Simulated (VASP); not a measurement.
# Os (I4/mmm) in VASP: a series of runs

Runs on Os. Level: PBEsol. Tasks: electric field gradients.

All numbers are computed with VASP 6.6.1; they aren't measurements. Logs are shortened: lines on timing, memory, paths and dates and some standing lists are left out, and cuts for length are marked.

### 1 The cell of the first run

The structure is tetragonal, space group I4/mmm (No. 139). Conventional cell: a = 2.751 Å, b = 2.751 Å, c = 3.773 Å, α = 90.00°, β = 90.00°, γ = 90.00°. Within 3.6 Å of Os (site symmetry 4/mmm) lie 12 Os at 2.71 to 2.75 Å.

### 2 Electric field gradients, PBEsol (zz strain of -3 %)

Contents of INCAR:

```
SYSTEM = Os
  PREC = Accurate
  ENCUT = 520
  EDIFF = 1E-8
  ISMEAR = -1
  SIGMA = 0.05
  LREAL = .False.
  LASPH = .True.
  NELM = 60
  ALGO = Normal
  ISIF = 2
  LWAVE = .False.
  LCHARG = .False.
  GGA = PS
  LEFG = .True.
  NBANDS = 10
```

Contents of KPOINTS:

```
regular mesh
0
Gamma
  14 14 14
  0 0 0
```

Contents of POSCAR:

```
Os
1.0
    0.0000000000      1.9450000000      1.8866500000
    1.9450000000      0.0000000000      1.8866500000
    1.9450000000      1.9450000000      0.0000000000
Os
1
Direct
    0.0000000000      0.0000000000      0.0000000000
```

Potentials or basis: VASP PAW PBE potentials, release 64 (Os).

Command:

```bash
cat potpaw_PBE.64/Os/POTCAR > POTCAR
mpirun -np 1 vasp_std > vasp.out
```

OUTCAR:

```text
SYSTEM = Os
   PREC = Accurate
   ENCUT = 520
   EDIFF = 1E-8
   ISMEAR = -1
   LREAL = .False.
   LASPH = .True.
   NELM = 60
   ISIF = 2
   GGA = PS

 ion  position               nearest neighbor table
   1  0.000  0.000  0.000-

  LATTYP: Found a body centered tetragonal cell.
 ALAT       =     2.7506453788
 C/A-ratio  =     1.3717871555

  Lattice vectors:

 A1 = (   0.0000000000,  -1.9450000000,  -1.8866500000)
 A2 = (   0.0000000000,   1.9450000000,  -1.8866500000)
 A3 = (   1.9450000000,   0.0000000000,   1.8866500000)

Analysis of symmetry for initial positions (statically):
=====================================================================
 Subroutine PRICEL returns:
 Original cell was already a primitive cell.

 Routine SETGRP: Setting up the symmetry group for a
 body centered tetragonal supercell.

 Subroutine GETGRP returns: Found 16 space group operations
 (whereof 16 operations were pure point group operations)
 out of a pool of 16 trial point group operations.

The static configuration has the point symmetry D_4h.

Analysis of symmetry for dynamics (positions and initial velocities):
=====================================================================
 Subroutine PRICEL returns:
 Original cell was already a primitive cell.

 Routine SETGRP: Setting up the symmetry group for a
 body centered tetragonal supercell.

 Subroutine GETGRP returns: Found 16 space group operations
 (whereof 16 operations were pure point group operations)
 out of a pool of 16 trial point group operations.

The dynamic configuration has the point symmetry D_4h.

 Subroutine INISYM returns: Found 16 space group operations
 (whereof 16 operations are pure point group operations),
 and found     1 'primitive' translations

----------------------------------------------------------------------------------------

                                     Primitive cell

  volume of cell :      14.2745

  direct lattice vectors                    reciprocal lattice vectors
     0.000000000  1.945000000  1.886650000    -0.257069409  0.257069409  0.265020009
     1.945000000  0.000000000  1.886650000     0.257069409 -0.257069409  0.265020009
     1.945000000  1.945000000  0.000000000     0.257069409  0.257069409 -0.265020009

  length of vectors
[... 116 lines left out ...]

 number of electron       8.0000000 magnetization

 Free energy of the ion-electron system (eV)
  ---------------------------------------------------
  ext. energy  EPLUGINS =         0.00000000
  ---------------------------------------------------
  free energy    TOTEN  =       -12.07946461 eV

  energy without entropy =      -12.07015576  energy(sigma->0) =      -12.07481018

 E-fermi :   8.8425     XC(G=0): -14.0374

 val. band max:        8.8421696308   @ k =   0.3571   0.0714   0.2143
 cond. band min:       8.8481826835   @ k =  -0.3571   0.4286   0.1429
 fundamental gap:      0.0060130527
 Fermi energy:         8.8424955504

 k-point     1 :       0.0000    0.0000    0.0000
  band No.  band energies     occupation
      1      -1.8097      2.00000
      2       5.8247      2.00000
      3       5.8247      2.00000
      4       6.2420      2.00000
      5       8.6489      1.95922
      6       9.1925      0.00182
      7      23.1864      0.00000
      8      28.5068      0.00000
      9      28.5068      0.00000
     10      29.5563      0.00000
[... 287 lines left out ...]
 k-point    24 :       0.2857    0.1429    0.0000
  band No.  band energies     occupation
      1       1.0810      2.00000
      2       4.5015      2.00000
      3       6.4797      2.00000
      4       6.9655      2.00000
      5       8.5839      1.98871
      6       9.8830      0.00000
      7      24.1879      0.00000
      8      27.4561      0.00000
      9      29.5413      0.00000
     10      30.5455      0.00000

 [... further k-points ...]
[... 5 lines left out ...]
  --------------------------------------------------------------------------------------
  -------------------------------------------------------------------------------------
  Total       -1.0626462     -1.0626462     -0.2334242      0.0000000      0.0000000     -0.0000000
  in kB     -119.2720622   -119.2720622    -26.1996797      0.0000000      0.0000000     -0.0000000
  external PRESSURE =     -88.2479347 kB  Pullay stress =       0.0000000 kB

 VOLUME and BASIS-vectors are now :
 -----------------------------------------------------------------------------
  energy-cutoff  :      520.00
  volume of cell :       14.27
      direct lattice vectors                 reciprocal lattice vectors
     0.000000000  1.945000000  1.886650000    -0.257069409  0.257069409  0.265020009
     1.945000000  0.000000000  1.886650000     0.257069409 -0.257069409  0.265020009
     1.945000000  1.945000000  0.000000000     0.257069409  0.257069409 -0.265020009

 POSITION                                       TOTAL-FORCE (eV/Angst)
 -----------------------------------------------------------------------------------
      0.00000      0.00000      0.00000         0.000000      0.000000     -0.000000
 -----------------------------------------------------------------------------------
    total drift:                                0.000000      0.000000     -0.000000

  FREE ENERGIE OF THE ION-ELECTRON SYSTEM (eV)
  ---------------------------------------------------
  free  energy   TOTEN  =       -12.0794646108 eV

  energy  without entropy=      -12.0701557551  energy(sigma->0) =      -12.07481018

 Electric field gradients (V/A^2)
---------------------------------------------------------------------
 ion       V_xx      V_yy      V_zz      V_xy      V_xz      V_yz
---------------------------------------------------------------------
   1       1.729     1.729    -3.458     0.000    -0.000    -0.000
---------------------------------------------------------------------

 Electric field gradients after diagonalization (V/A^2)
 (convention: |V_zz| > |V_xx| > |V_yy|)
----------------------------------------------------------------------
 ion       V_xx      V_yy      V_zz     asymmetry (V_yy - V_xx)/ V_zz
----------------------------------------------------------------------
   1       1.729     1.729    -3.458       0.000
----------------------------------------------------------------------

           NMR quadrupolar parameters

 Cq : quadrupolar parameter    Cq=e*Q*V_zz/h
 eta: asymmetry parameters     (V_yy - V_xx)/ V_zz
 Q  : nuclear electric quadrupole moment in mb (millibarn)
----------------------------------------------------------------------
 ion       Cq(MHz)       eta       Q (mb)
----------------------------------------------------------------------
   1      -0.008       0.000       1.000
----------------------------------------------------------------------
```

OSZICAR:

```text
N       E                     dE             d eps       ncg     rms          rms(c)
DAV:   1     0.351365247181E+02    0.35137E+02   -0.42215E+03  4976   0.745E+02
DAV:   2    -0.117701094078E+02   -0.46907E+02   -0.43592E+02  5014   0.199E+02
DAV:   3    -0.128495582906E+02   -0.10794E+01   -0.10714E+01  5716   0.284E+01
DAV:   4    -0.128521954939E+02   -0.26372E-02   -0.26365E-02  5320   0.155E+00
DAV:   5    -0.128522045932E+02   -0.90992E-05   -0.90984E-05  5390   0.838E-02    0.164E+01
DAV:   6    -0.122500645401E+02    0.60214E+00   -0.69085E-01  5840   0.658E+00    0.717E+00
DAV:   7    -0.120843107865E+02    0.16575E+00   -0.45123E-01  6084   0.505E+00    0.416E-01
DAV:   8    -0.120812032210E+02    0.31076E-02   -0.20339E-03  5088   0.369E-01    0.291E-01
DAV:   9    -0.120794695758E+02    0.17336E-02   -0.87517E-04  5338   0.322E-01    0.252E-02
DAV:  10    -0.120794674839E+02    0.20919E-05   -0.99990E-06  5308   0.232E-02    0.104E-02
DAV:  11    -0.120794646515E+02    0.28324E-05   -0.82806E-07  5320   0.135E-02    0.199E-03
DAV:  12    -0.120794645921E+02    0.59403E-07   -0.53966E-09  3512   0.667E-04    0.319E-04
DAV:  13    -0.120794646057E+02   -0.13579E-07   -0.59892E-10  2702   0.237E-04    0.106E-04
DAV:  14    -0.120794646108E+02   -0.50820E-08   -0.61732E-11  2562   0.745E-05
   1 F= -.12079465E+02 E0= -.12074810E+02  d E =-.930886E-02
```

Run time: 11 s. Hardware: 1 thread of Intel Xeon 6975P-C (Granite Rapids), shared host; peak memory 0.15 GiB.

What came out:

```
Free energy            : -12.0795 eV
Pressure               : -8.8 GPa
Band gap on the k mesh : zero (band 4 reaches 11.62 eV, above the bottom of band 5 at 7.44 eV)
```

Stress tensor (GPa, compression positive):
```
-11.93   0.00   0.00
  0.00 -11.93   0.00
  0.00   0.00  -2.62
```

Electric field gradients, principal values (V/Å²):
```tsv
atom	least	middle	greatest (by size)
1 Os	1.729	1.729	-3.458
```

Caveat: the cell differs from its parent crystal (zz strain of -3 %); without QUAD_EFG the Cq values of the log hold for a quadrupole moment of 1 mb, not for the nuclei; the PAW data sets were made with another functional, which shifts forces and pressure a little; spin-orbit coupling is left out, which moves the levels of the heavy elements.

### 3 Electric field gradients, PBEsol (zz strain of -2 %)

Contents of INCAR:

```
SYSTEM = Os
PREC = Accurate
ENCUT = 520
EDIFF = 1E-8
ISMEAR = -1
SIGMA = 0.05
LREAL = .False.
LASPH = .True.
NELM = 80
ALGO = Normal
ISIF = 2
LWAVE = .False.
LCHARG = .False.
GGA = PS
LEFG = .True.
NBANDS = 10
```

KPOINTS is that of step 2.

Contents of POSCAR:

```
Os
1.0
    0.0000000000      1.9450000000      1.9061000000
    1.9450000000      0.0000000000      1.9061000000
    1.9450000000      1.9450000000      0.0000000000
Os
1
Direct
    0.0000000000      0.0000000000      0.0000000000
```

Potentials or basis: VASP PAW PBE potentials, release 64 (Os).

Command:

```bash
cat potpaw_PBE.64/Os/POTCAR > POTCAR
mpirun -np 1 vasp_std > vasp.out
```

OUTCAR:

```text
SYSTEM = Os
   PREC = Accurate
   ENCUT = 520
   EDIFF = 1E-8
   ISMEAR = -1
   LREAL = .False.
   LASPH = .True.
   NELM = 80
   ISIF = 2
   GGA = PS

 ion  position               nearest neighbor table
   1  0.000  0.000  0.000-

  LATTYP: Found a body centered tetragonal cell.
 ALAT       =     2.7506453788
 C/A-ratio  =     1.3859292911

  Lattice vectors:

 A1 = (   0.0000000000,  -1.9450000000,  -1.9061000000)
 A2 = (   0.0000000000,   1.9450000000,  -1.9061000000)
 A3 = (   1.9450000000,   0.0000000000,   1.9061000000)

Analysis of symmetry for initial positions (statically):
=====================================================================
 Subroutine PRICEL returns:
 Original cell was already a primitive cell.

 Routine SETGRP: Setting up the symmetry group for a
 body centered tetragonal supercell.

 Subroutine GETGRP returns: Found 16 space group operations
 (whereof 16 operations were pure point group operations)
 out of a pool of 16 trial point group operations.

The static configuration has the point symmetry D_4h.

Analysis of symmetry for dynamics (positions and initial velocities):
=====================================================================
 Subroutine PRICEL returns:
 Original cell was already a primitive cell.

 Routine SETGRP: Setting up the symmetry group for a
 body centered tetragonal supercell.

 Subroutine GETGRP returns: Found 16 space group operations
 (whereof 16 operations were pure point group operations)
 out of a pool of 16 trial point group operations.

The dynamic configuration has the point symmetry D_4h.

[... 156 lines left out ...]
      5       8.5910      1.75345
      6       8.9486      0.01109
      7      23.0310      0.00000
      8      28.4175      0.00000
      9      28.4175      0.00000
     10      29.0969      0.00000
[... 287 lines left out ...]
 k-point    24 :       0.2857    0.1429    0.0000
  band No.  band energies     occupation
      1       0.9746      2.00000
      2       4.3923      2.00000
      3       6.3058      2.00000
      4       6.9051      2.00000
      5       8.4353      1.98760
      6       9.7428      0.00000
      7      24.0037      0.00000
      8      27.1783      0.00000
      9      29.2766      0.00000
     10      30.2323      0.00000

 [... further k-points ...]

------------------------ aborting loop because EDIFF is reached ----------------------------------------

  FORCE on cell =-STRESS in cart. coord.  units (eV):
  Direction    XX          YY          ZZ          XY          YZ          ZX
  --------------------------------------------------------------------------------------
  -------------------------------------------------------------------------------------
  Total       -1.3276393     -1.3276393     -0.8015170      0.0000000      0.0000000      0.0000000
  in kB     -147.4944879   -147.4944879    -89.0447752      0.0000000      0.0000000      0.0000000
  external PRESSURE =    -128.0112503 kB  Pullay stress =       0.0000000 kB

 VOLUME and BASIS-vectors are now :
 -----------------------------------------------------------------------------
  energy-cutoff  :      520.00
  volume of cell :       14.42
      direct lattice vectors                 reciprocal lattice vectors
     0.000000000  1.945000000  1.906100000    -0.257069409  0.257069409  0.262315723
     1.945000000  0.000000000  1.906100000     0.257069409 -0.257069409  0.262315723
     1.945000000  1.945000000  0.000000000     0.257069409  0.257069409 -0.262315723

 POSITION                                       TOTAL-FORCE (eV/Angst)
 -----------------------------------------------------------------------------------
      0.00000      0.00000      0.00000         0.000000      0.000000      0.000000
 -----------------------------------------------------------------------------------
    total drift:                                0.000000      0.000000     -0.000000

  FREE ENERGIE OF THE ION-ELECTRON SYSTEM (eV)
  ---------------------------------------------------
  free  energy   TOTEN  =       -12.0742452068 eV

  energy  without entropy=      -12.0644098623  energy(sigma->0) =      -12.06932753

 Electric field gradients (V/A^2)
---------------------------------------------------------------------
 ion       V_xx      V_yy      V_zz      V_xy      V_xz      V_yz
---------------------------------------------------------------------
   1       1.498     1.498    -2.996     0.000    -0.000    -0.000
---------------------------------------------------------------------

 Electric field gradients after diagonalization (V/A^2)
 (convention: |V_zz| > |V_xx| > |V_yy|)
----------------------------------------------------------------------
 ion       V_xx      V_yy      V_zz     asymmetry (V_yy - V_xx)/ V_zz
----------------------------------------------------------------------
   1       1.498     1.498    -2.996       0.000
----------------------------------------------------------------------

           NMR quadrupolar parameters

 Cq : quadrupolar parameter    Cq=e*Q*V_zz/h
 eta: asymmetry parameters     (V_yy - V_xx)/ V_zz
 Q  : nuclear electric quadrupole moment in mb (millibarn)
----------------------------------------------------------------------
 ion       Cq(MHz)       eta       Q (mb)
----------------------------------------------------------------------
   1      -0.007       0.000       1.000
----------------------------------------------------------------------
```

OSZICAR:

```text
N       E                     dE             d eps       ncg     rms          rms(c)
DAV:   1     0.360924414273E+02    0.36092E+02   -0.42178E+03  4992   0.745E+02
DAV:   2    -0.117896078122E+02   -0.47882E+02   -0.44533E+02  5024   0.202E+02
DAV:   3    -0.128537957962E+02   -0.10642E+01   -0.10563E+01  5692   0.280E+01
DAV:   4    -0.128566044413E+02   -0.28086E-02   -0.28082E-02  5306   0.160E+00
DAV:   5    -0.128566140855E+02   -0.96442E-05   -0.96442E-05  5426   0.872E-02    0.160E+01
DAV:   6    -0.122440660254E+02    0.61255E+00   -0.71926E-01  5848   0.670E+00    0.691E+00
DAV:   7    -0.120791001484E+02    0.16497E+00   -0.45693E-01  6064   0.508E+00    0.390E-01
DAV:   8    -0.120759396515E+02    0.31605E-02   -0.20747E-03  5058   0.369E-01    0.270E-01
DAV:   9    -0.120742489408E+02    0.16907E-02   -0.83011E-04  5346   0.312E-01    0.269E-02
DAV:  10    -0.120742481909E+02    0.74994E-06   -0.94033E-06  5330   0.226E-02    0.100E-02
DAV:  11    -0.120742452485E+02    0.29424E-05   -0.82968E-07  5324   0.134E-02    0.183E-03
DAV:  12    -0.120742451991E+02    0.49404E-07   -0.53764E-09  3470   0.660E-04    0.300E-04
DAV:  13    -0.120742452068E+02   -0.76483E-08   -0.47733E-10  2728   0.218E-04
   1 F= -.12074245E+02 E0= -.12069328E+02  d E =-.983534E-02
```

stdout:

```text
POSCAR found type information on POSCAR Os
 POSCAR found :  1 types and       1 ions
 scaLAPACK will be used
 -----------------------------------------------------------------------------
|                                                                             |
|                                                                             |
|     You enforced a specific xc type in the INCAR file but a different       |
|     I HOPE YOU KNOW WHAT YOU ARE DOING!                                     |
|                                                                             |
 -----------------------------------------------------------------------------

 LDA part: xc-table for (Slater+PW92), standard interpolation
 POSCAR, INCAR and KPOINTS ok, starting setup
 FFT: planning ... GRIDC
 FFT: planning ... GRID_SOFT
 FFT: planning ... GRID
 WAVECAR not read
 entering main loop
ion   1
```

It took 11 s on 1 thread of Intel Xeon 6975P-C (Granite Rapids), shared host; peak memory 0.15 GiB.

Results:

```yaml
Free_energy: -12.0742 eV
Pressure: -12.8 GPa
Band_gap_on_the_k_mesh: zero (band 4 reaches 11.29 eV, above the bottom of band 5 at 7.36 eV)
```

Levels at points of the mesh, in eV from the Fermi level:
| k point | band 2 | band 3 | band 4 | band 5 | band 6 | band 7 |
| --- | --- | --- | --- | --- | --- | --- |
| (0.00, 0.00, 0.00) | -2.93 | -2.93 | -2.65 | -0.10 | 0.26 | 14.34 |
| (0.50, 0.00, 0.00) | -3.13 | -2.84 | -0.20 | 2.31 | 2.48 | 8.65 |
| (0.50, 0.50, 0.00) | -6.59 | 2.34 | 2.60 | 3.06 | 3.06 | 11.87 |
| (0.50, 0.00, 0.50) | -6.56 | 2.17 | 2.35 | 2.90 | 3.18 | 11.64 |

Electric field gradients, principal values (V/Å²):
| atom | least | middle | greatest (by size) |
| --- | --- | --- | --- |
| 1 Os | 1.498 | 1.498 | -2.996 |

Caveat: the cell differs from its parent crystal (zz strain of -2 %); without QUAD_EFG the Cq values of the log hold for a quadrupole moment of 1 mb, not for the nuclei; the PAW data sets were made with another functional, which shifts forces and pressure a little; spin-orbit coupling is left out, which moves the levels of the heavy elements.

(Part 1 of 3 ends here.)
